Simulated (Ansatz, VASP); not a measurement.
**MnS: VASP beside Ansatz**

INCAR

```
ALGO     = Normal         # electronic algorithm
EDIFF    = 1E-7           # SCF threshold, eV
ENCUT    = 520            # plane-wave cutoff, eV
GGA      = PS             # functional
ISIF     = 2              # what is computed and relaxed
ISMEAR   = 1              # smearing method
ISPIN    = 2              # spin polarisation
LASPH    = True           # aspherical terms in the spheres
LCHARG   = True           # write CHGCAR
LELF     = True           # ELF
LMAXMIX  = 4              # l up to which the mixer works
LORBIT   = 11             # projections on sites
LREAL    = False          # projectors in reciprocal space
LVHAR    = True         
LWAVE    = False          # write WAVECAR
MAGMOM   = 4 0            # initial moments
NBANDS   = 20             # bands
NELM     = 150            # most SCF steps
PREC     = Accurate       # precision mode
SIGMA    = 0.1            # smearing width, eV
```

File KPOINTS:

```
k-points
0
Gamma
  8 8 8
```

File POSCAR:

```
MnS
1.0
    0.0000000000      2.6045000000      2.6045000000
    2.6045000000      0.0000000000      2.6045000000
    2.6045000000      2.6045000000      0.0000000000
Mn S
1 1
Direct
    0.0000000000      0.0000000000      0.0000000000
    0.5000000000      0.5000000000      0.5000000000
```

Input for Ansatz:

```yaml
crystal:
  lattice:
    - [0.0, 2.6045, 2.6045]
    - [2.6045, 0.0, 2.6045]
    - [2.6045, 2.6045, 0.0]
  atoms:
    - { symbol: Mn, position: [0.0, 0.0, 0.0] }
    - { symbol: S, position: [0.5, 0.5, 0.5] }
kpoints:
  mp_grid:
    grid: [8, 8, 8]
hamiltonian:
  xc: pbesol
  pseudopotentials:
    kind: all_electron
    lapw: {}
magnetization:
  spin_polarized: true
  per_species:
    Mn: 4.0
scf:
  convergence:
    dr2_threshold: 1.0e-08
  occupations:
    method: cold
    width: 0.1
output:
  forces: true
  stress: true
  eigenvalues: true
```

Alike in both runs: task single point; functional PBEsol; k mesh 8 × 8 × 8; collinear spin.

```csv
,VASP,Ansatz
version,VASP 6.6.1,Ansatz 0.2.0
potentials or method,"VASP PAW PBE potentials, release 64 (Mn_pv, S), cutoff 520 eV",all-electron (LAPW or listed datasets)
occupations,"methfessel-paxton of order 1, width 0.1 eV","cold, width 0.1 eV"
```

|  | VASP | Ansatz | Ansatz less VASP |
| --- | --- | --- | --- |
| gap on the k mesh at the Fermi level (eV) | none | none | - |
| pressure (GPa) | -7.4 | -7.4 | +0.03 |
| net moment per atom (μB) | 2.34 | 2.34 | +0.005 |
| size of the moment on the site where the two differ most (μB) | 4.22 | 4.40 | +0.180 |

VASP's potentials were made for PBE, not for PBEsol. Site moments also hang on the region over which each program counts them. A gap of «none» marks a metal or a gap that the smearing closes. Ansatz ran all-electron here, and VASP with PAW potentials. Ansatz's warnings: stability check not made.
